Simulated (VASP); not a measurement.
# Al (P6_3/mmc) in VASP: notebook

Runs on Al. Level: PBE+D3(BJ). Tasks: single point.

Program: VASP 6.6.1. These are calculated values, not measurements. Logs are shortened: lines on timing, memory, paths and dates and some standing lists are left out, and cuts for length are marked.

**1. The cell of the first run**

The structure is hexagonal, space group P6_3/mmc (No. 194). The conventional cell has a = 2.814 Å, b = 2.814 Å, c = 9.241 Å, α = 90.00°, β = 90.00°, γ = 120.00°. Al (site symmetry -3m) has 12 Al at 2.81 to 2.82 Å within 3.7 Å. Within 3.7 Å of Al (site symmetry -6m2) lie 12 Al at 2.81 to 2.82 Å.

**2. Single point, PBE+D3(BJ)**

The input, INCAR:

```
PREC     = Accurate       # precision mode
ENCUT    = 520            # plane-wave cutoff, eV
EDIFF    = 1E-6           # SCF threshold, eV
ISMEAR   = 0              # smearing method
SIGMA    = 0.15           # smearing width, eV
LREAL    = False          # projectors in reciprocal space
LASPH    = True           # aspherical terms in the spheres
NELM     = 60             # most SCF steps
ALGO     = Fast           # electronic algorithm
ISIF     = 2              # what is computed and relaxed
LWAVE    = False          # write WAVECAR
LCHARG   = False          # write CHGCAR
GGA      = PE             # functional
IVDW     = 12             # dispersion correction
NBANDS   = 22             # bands
```

The input, KPOINTS:

```
regular mesh
0
Gamma
  16 16 2
```

The input, POSCAR:

```
Al
1.0
   -2.8144222649      0.0000000000      0.0000000000
   -1.4072111325     -2.4373611784      0.0000000000
    0.0000000000      0.0000000000     18.4820941423
Al
8
Direct
    1.0000000000      1.0000000000      0.5000000000
    1.0000000000      1.0000000000      0.0000000000
    0.3333333333      0.3333333333      0.1250000000
    0.3333333333      0.3333333333      0.6250000000
    0.0000000000      0.0000000000      0.2500000000
    0.0000000000      0.0000000000      0.7500000000
    0.6666666667      0.6666666667      0.3750000000
    0.6666666667      0.6666666667      0.8750000000
```

Potentials or basis: VASP PAW PBE potentials, release 64 (Al).

Launch:

```
> cat potpaw_PBE.64/Al/POTCAR > POTCAR
> mpirun -np 1 vasp_std > vasp.out
```

OUTCAR:

```text
PREC = Accurate
   ENCUT = 520
   EDIFF = 1E-6
   ISMEAR = 0
   LREAL = False
   LASPH = True
   NELM = 60
   ISIF = 2
   GGA = PE
   IVDW = 12
 IVDW          = 12

 ion  position               nearest neighbor table
   1  0.000  0.000  0.500-   4 2.82   7 2.82   7 2.82   4 2.82   4 2.82   7 2.82
   2  0.000  0.000  0.000-   3 2.82   8 2.82   8 2.82   3 2.82   3 2.82   8 2.82
   3  0.333  0.333  0.125-   2 2.82   5 2.82   2 2.82   5 2.82   2 2.82   5 2.82
   4  0.333  0.333  0.625-   1 2.82   6 2.82   1 2.82   6 2.82   1 2.82   6 2.82
   5  0.000  0.000  0.250-   3 2.82   7 2.82   7 2.82   3 2.82   3 2.82   7 2.82
   6  0.000  0.000  0.750-   4 2.82   8 2.82   8 2.82   4 2.82   4 2.82   8 2.82
   7  0.667  0.667  0.375-   1 2.82   5 2.82   1 2.82   5 2.82   1 2.82   5 2.82
   8  0.667  0.667  0.875-   2 2.82   6 2.82   2 2.82   6 2.82   2 2.82   6 2.82

  LATTYP: Found a hexagonal cell.
 ALAT       =     2.8144222649
 C/A-ratio  =     6.5669229428

  Lattice vectors:

 A1 = (   1.4072111325,   2.4373611784,   0.0000000000)
 A2 = (  -2.8144222649,   0.0000000000,   0.0000000000)
 A3 = (   0.0000000000,   0.0000000000,  18.4820941423)

Analysis of symmetry for initial positions (statically):
=====================================================================
 Subroutine PRICEL returns following result:

  LATTYP: Found a hexagonal cell.
 ALAT       =     2.8144222649
 C/A-ratio  =     3.2834614714

  Lattice vectors:

 A1 = (   1.4072111325,   2.4373611784,   0.0000000000)
 A2 = (  -2.8144222649,   0.0000000000,   0.0000000000)
 A3 = (   0.0000000000,   0.0000000000,   9.2410470711)

   2 primitive cells build up your supercell.

 Routine SETGRP: Setting up the symmetry group for a
 hexagonal supercell.

 Subroutine GETGRP returns: Found 24 space group operations
 (whereof 12 operations were pure point group operations)
 out of a pool of 24 trial point group operations.

The static configuration has the point symmetry D_3d.
 The point group associated with its full space group is D_6h.

Analysis of symmetry for dynamics (positions and initial velocities):
=====================================================================
 Subroutine PRICEL returns following result:

  LATTYP: Found a hexagonal cell.
 ALAT       =     2.8144222649
 C/A-ratio  =     3.2834614714

  Lattice vectors:

 A1 = (   1.4072111325,   2.4373611784,   0.0000000000)
 A2 = (  -2.8144222649,   0.0000000000,   0.0000000000)
 A3 = (   0.0000000000,   0.0000000000,   9.2410470711)

   2 primitive cells build up your supercell.

 Routine SETGRP: Setting up the symmetry group for a
 hexagonal supercell.

 Subroutine GETGRP returns: Found 24 space group operations
 (whereof 12 operations were pure point group operations)
 out of a pool of 24 trial point group operations.

The dynamic configuration has the point symmetry D_3d.
 The point group associated with its full space group is D_6h.

 Subroutine INISYM returns: Found 24 space group operations
 (whereof 12 operations are pure point group operations),
 and found     2 'primitive' translations

----------------------------------------------------------------------------------------

                                     Primitive cell

  volume of cell :      63.3914

  direct lattice vectors                    reciprocal lattice vectors
     1.407211133  2.437361178  0.000000000     0.000000000  0.410279777  0.000000000
    -2.814422265  0.000000000  0.000000000    -0.355312709  0.205139888  0.000000000
     0.000000000  0.000000000  9.241047071     0.000000000  0.000000000  0.108212846

  length of vectors
     2.814422265  2.814422265  9.241047071     0.410279777  0.410279777  0.108212846

  position of ions in fractional coordinates (direct lattice)
     0.000000000  0.000000000  0.000000000
     0.666666667  0.333333333  0.250000000
     0.000000000  0.000000000  0.500000000
     0.333333333  0.666666667  0.750000000

  ion indices of the primitive-cell ions
   primitive index   ion index
                 1           1
                 2           4
                 3           5
                 4           7

----------------------------------------------------------------------------------------

 KPOINTS: regular mesh

Automatic generation of k-mesh.
 Grid dimensions read from file:
 generate k-points for:   16   16    2

 Generating k-lattice:

  Cartesian coordinates                     Fractional coordinates (reciprocal lattice)
    -0.022207044  0.012821243  0.000000000     0.062500000  0.000000000  0.000000000
     0.000000000 -0.025642486  0.000000000     0.000000000  0.062500000  0.000000000
     0.000000000  0.000000000  0.027053211     0.000000000  0.000000000  0.500000000

  Length of vectors
     0.025642486  0.025642486  0.027053211

  Shift w.r.t. Gamma in fractional coordinates (k-lattice)
     0.000000000  0.000000000  0.000000000

 Subroutine IBZKPT returns following result:
 ===========================================

 Found     60 irreducible k-points:

 Following reciprocal coordinates:
            Coordinates               Weight
  0.000000  0.000000  0.000000      1.000000
  0.062500  0.000000  0.000000      6.000000
  0.125000  0.000000  0.000000      6.000000
  0.187500  0.000000  0.000000      6.000000
  0.250000  0.000000  0.000000      6.000000
  0.312500  0.000000  0.000000      6.000000
[... 16 lines left out ...]
  0.375000  0.187500  0.000000      6.000000
  0.437500  0.187500  0.000000     12.000000
 [... further k-points ...]
   k-points           NKPTS =     60   k-points in BZ     NKDIM =     60   number of bands    NBANDS=     22
   number of dos      NEDOS =    301   number of ions     NIONS =      8
   total plane-waves  NPLWV =  80640
   dimension x,y,z NGX =    24 NGY =   24 NGZ =  140
   dimension x,y,z NGXF=    48 NGYF=   48 NGZF=  280
   ions per type =               8
   NGX,Y,Z   is equivalent  to a cutoff of  14.18, 14.18, 12.59 a.u.
   NGXF,Y,Z  is equivalent  to a cutoff of  28.35, 28.35, 25.19 a.u.
 SYSTEM =  unknown system
   PREC   = accura    normal or accurate (medium, high low for compatibility)
   ISTART =      0    job   : 0-new  1-cont  2-samecut
   ICHARG =      2    charge: 1-file 2-atom 10-const
   ISPIN  =      1    spin polarized calculation?
   LNONCOLLINEAR =      F non collinear calculations
   LSORBIT =      F    spin-orbit coupling
   LASPH  =      T    aspherical Exc in radial PAW
   ENCUT  =  520.0 eV  38.22 Ry    6.18 a.u.   5.23  5.23 34.36*2*pi/ulx,y,z
   NELM   =     60;   NELMIN=  2; NELMDL= -5     # of ELM steps
   EDIFF  = 0.1E-05   stopping-criterion for ELM
   LREAL  =      F    real-space projection
   EDIFFG = 0.1E-04   stopping-criterion for IOM
   NSW    =      0    number of steps for IOM
   IBRION =     -1    ionic relax: 0-MD 1-quasi-New 2-CG
   NFREE  =      0    steps in history (QN), initial steepest desc. (CG)
   ISIF   =      2    stress and relaxation
   ISYM   =      2    0-nonsym 1-usesym 2-fastsym
   POTIM  = 0.5000    time-step for ionic-motion
   TEBEG  =    0.0;   TEEND  =   0.0 temperature during run
   PSTRESS=    0.0 pullay stress
   NELECT =      24.0000    total number of electrons
   NUPDOWN=      -1.0000    fix difference up-down
   EMIN   =  10.00;   EMAX   =-10.00  energy-range for DOS
   EFERMI =   0.00;   METHOD = LEGACY
   ISMEAR =     0;   SIGMA  =   0.15  broadening in eV -4-tet -1-fermi 0-gaus
   EFERMI_NEDOS =   21; number of points for ismear=-14 and -15
   IALGO  =     68    algorithm
   IMIX   =      4    mixing-type and parameters
     AMIX     =   0.40;   BMIX     =  1.00
     AMIX_MAG =   1.60;   BMIX_MAG =  1.00
  volume/ion in A,a.u.               =      15.85       106.95
  Fermi-wavevector in a.u.,A,eV,Ry     =   0.939994  1.776331 12.021957  0.883589
  Thomas-Fermi vector in A             =   2.067362
   LORBIT       =      0    0 simple, 1 ext, 2 COOP (PROOUT), +10 PAW based schemes
   GGA     = PE    functional components
   LHFCALC =     F    Hartree Fock is set to
   AEXX    =    0.0000 exact exchange contribution
   IVDW    =    12    specifies the selected vdW correction
   LEPSILON=     F    determine dielectric tensor
   LRPA    =     F    only Hartree local field effects (RPA)
 non-spin polarized calculation
 RMM-DIIS sequential band-by-band and
 Gauss-broadening in eV      SIGMA  =   0.15
  energy-cutoff  :      520.00
  volume of cell :      126.78
 maximum number of plane-waves:      3444
 NGX is ok and might be reduce to    24

 number of electron      24.0000000 magnetization

 Free energy of the ion-electron system (eV)
  ---------------------------------------------------
  ext. energy  EPLUGINS =         0.00000000
  ---------------------------------------------------
  free energy    TOTEN  =       -29.82368515 eV

  energy without entropy =      -29.79181421  energy(sigma->0) =      -29.80774968

 E-fermi :   8.4222     XC(G=0): -10.3443

 val. band max:        8.3857892896   @ k =   0.5000   0.1250   0.0000
 cond. band min:       8.4247716692   @ k =   0.4375   0.1250   0.0000
 fundamental gap:      0.0389823796
 Fermi energy:         8.4222080621

 k-point     1 :       0.0000    0.0000    0.0000
  band No.  band energies     occupation
      1      -2.9902      2.00000
      2      -2.5575      2.00000
      3      -2.5575      2.00000
      4      -1.2692      2.00000
      5      -1.2659      2.00000
      6       0.8559      2.00000
[... 14 lines left out ...]
     21      19.8299      0.00000
     22      19.9733      0.00000

 k-point     2 :       0.0625    0.0000    0.0000
  band No.  band energies     occupation
      1      -2.8929      2.00000
      2      -2.4605      2.00000
      3      -2.4605      2.00000
      4      -1.1732      2.00000
      5      -1.1698      2.00000
      6       0.9504      2.00000
[... 14 lines left out ...]
     21      18.6807      0.00000
     22      18.9307      0.00000
[... 523 lines left out ...]
     21      12.2067      0.00000
     22      13.4519      0.00000

 k-point    24 :       0.4375    0.1875    0.0000
  band No.  band energies     occupation
      1       0.5630      2.00000
      2       0.9840      2.00000
      3       0.9840      2.00000
      4       2.2338      2.00000
      5       2.2409      2.00000
      6       4.2869      2.00000
[... 14 lines left out ...]
     21      11.3690      0.00000
     22      11.9944      0.00000

 [... further k-points ...]

------------------------ aborting loop because EDIFF is reached ----------------------------------------

 Edisp (eV)   -2.80564

 E8    (eV) :    -1.2553

  FORCE on cell =-STRESS in cart. coord.  units (eV):
  Direction    XX          YY          ZZ          XY          YZ          ZX
  --------------------------------------------------------------------------------------
  -------------------------------------------------------------------------------------
  Total      -0.09532    -0.09532     0.21663    -0.00000     0.00000     0.00000
  in kB      -1.20451    -1.20451     2.73759    -0.00000     0.00000     0.00000
  external pressure =        0.11 kB  Pullay stress =        0.00 kB

 VOLUME and BASIS-vectors are now :
 -----------------------------------------------------------------------------
  energy-cutoff  :      520.00
  volume of cell :      126.78
      direct lattice vectors                 reciprocal lattice vectors
    -2.814422265  0.000000000  0.000000000    -0.355312709  0.205139888  0.000000000
    -1.407211133 -2.437361178  0.000000000     0.000000000 -0.410279777  0.000000000
     0.000000000  0.000000000 18.482094142     0.000000000  0.000000000  0.054106423

 POSITION                                       TOTAL-FORCE (eV/Angst)
 -----------------------------------------------------------------------------------
      0.00000      0.00000      9.24105        -0.000000     -0.000000     -0.000000
      0.00000      0.00000      0.00000        -0.000000     -0.000000     -0.000000
     -1.40721     -0.81245      2.31026         0.000000      0.000000     -0.000000
     -1.40721     -0.81245     11.55131         0.000000     -0.000000     -0.000000
      0.00000      0.00000      4.62052        -0.000000     -0.000000     -0.000000
      0.00000      0.00000     13.86157        -0.000000     -0.000000     -0.000000
     -2.81442     -1.62491      6.93079        -0.000000      0.000000      0.000000
     -2.81442     -1.62491     16.17183        -0.000000      0.000000      0.000000
 -----------------------------------------------------------------------------------
    total drift:                                0.000000      0.000000     -0.000000

  FREE ENERGIE OF THE ION-ELECTRON SYSTEM (eV)
  ---------------------------------------------------
  free  energy   TOTEN  =       -32.6293209186 eV

  energy  without entropy=      -32.5974499726  energy(sigma->0) =      -32.61338545
```

It took 2.7 min on 1 thread of Intel Xeon Platinum 8259CL at 2.50GHz (Skylake/Cascade Lake), shared host; peak memory 0.33 GiB.

Results:

| Property | Result |
| --- | --- |
| Free energy | -32.6293 eV |
| Pressure | 0.0 GPa |
| Band gap on the k mesh | zero (band 12 reaches 12.29 eV, above the bottom of band 13 at 7.08 eV) |
| Dispersion energy per atom | -0.351 eV |

Levels at points of the mesh, in eV from the Fermi level:
| k point | band 9 | band 10 | band 11 | band 12 | band 13 | band 14 | band 15 | band 16 |
| --- | --- | --- | --- | --- | --- | --- | --- | --- |
| (0.00, 0.00, 0.00) | -4.50 | -0.95 | -0.95 | 3.42 | 3.43 | 8.37 | 8.37 | 11.07 |
| (0.50, 0.00, 0.00) | -3.35 | -3.29 | -1.89 | -1.89 | -1.22 | -1.22 | 0.82 | 1.25 |
| (0.00, 0.00, 0.50) | -2.88 | -2.88 | 1.15 | 1.15 | 5.85 | 5.85 | 10.88 | 10.88 |
| (0.50, 0.00, 0.50) | -2.72 | -2.72 | -2.66 | -2.66 | -0.26 | -0.26 | -0.17 | -0.17 |

Caveat: pairwise dispersion overbinds metals, which lowers pressure and volume.

**3. Single point, PBE+D3(BJ)**

This run uses another cell than the first one: it holds 4 atoms, not 8.

The input, INCAR:

```
SYSTEM = Al
  PREC = Accurate
  ENCUT = 520
  EDIFF = 1E-6
  ISMEAR = 0
  SIGMA = 0.15
  LREAL = .FALSE.
  LASPH = .TRUE.
  NELM = 100
  ALGO = Fast
  ISIF = 2
  LWAVE = .FALSE.
  LCHARG = .FALSE.
  GGA = PE
  IVDW = 12
  NBANDS = 14
```

The input, KPOINTS:

```
regular mesh
0
G
  18 18 4
  0 0 0
```

The input, POSCAR:

```
Al
1.0
    2.8144222650      0.0000000000      0.0000000000
   -1.4072111325      2.4373611785      0.0000000000
    0.0000000000      0.0000000000      9.2410470710
Al
4
Direct
    0.0000000000      0.0000000000      0.0000000000
    0.3333333333      0.6666666667      0.2500000000
    0.0000000000      0.0000000000      0.5000000000
    0.6666666667      0.3333333333      0.7500000000
```

Potentials or basis: VASP PAW PBE potentials, release 64 (Al).

Launch:

```
> cat potpaw_PBE.64/Al/POTCAR > POTCAR
> mpirun -np 1 vasp_std > vasp.out
```

Run time: 31 s. Hardware: 1 thread of Intel Xeon 6975P-C (Granite Rapids), shared host; peak memory 0.23 GiB.

Results (log left out):

```yaml
Free_energy: -16.3155 eV
Pressure: 0.0 GPa
Band_gap_on_the_k_mesh: zero (band 6 reaches 12.36 eV, above the bottom of band 7 at 6.85 eV)
Dispersion_energy_per_atom: -0.351 eV
```

Stress tensor (GPa, compression positive):
```
-0.12  0.00  0.00
 0.00 -0.12  0.00
 0.00  0.00  0.24
```

Levels at points of the mesh, in eV from the Fermi level:
| k point | band 4 | band 5 | band 6 | band 7 | band 8 | band 9 |
| --- | --- | --- | --- | --- | --- | --- |
| (0.00, 0.00, 0.00) | -4.75 | -4.47 | 3.45 | 3.46 | 11.10 | 11.10 |
| (0.50, 0.00, 0.00) | -3.94 | -3.33 | -3.26 | 0.85 | 1.28 | 1.37 |
| (0.00, 0.00, 0.50) | -7.54 | -0.93 | -0.93 | 8.40 | 8.40 | 11.43 |
| (0.50, 0.00, 0.50) | -4.86 | -1.87 | -1.87 | -1.19 | -1.19 | 4.68 |

Caveat: pairwise dispersion overbinds metals, which lowers pressure and volume.

(Part 1 of 2 ends here.)
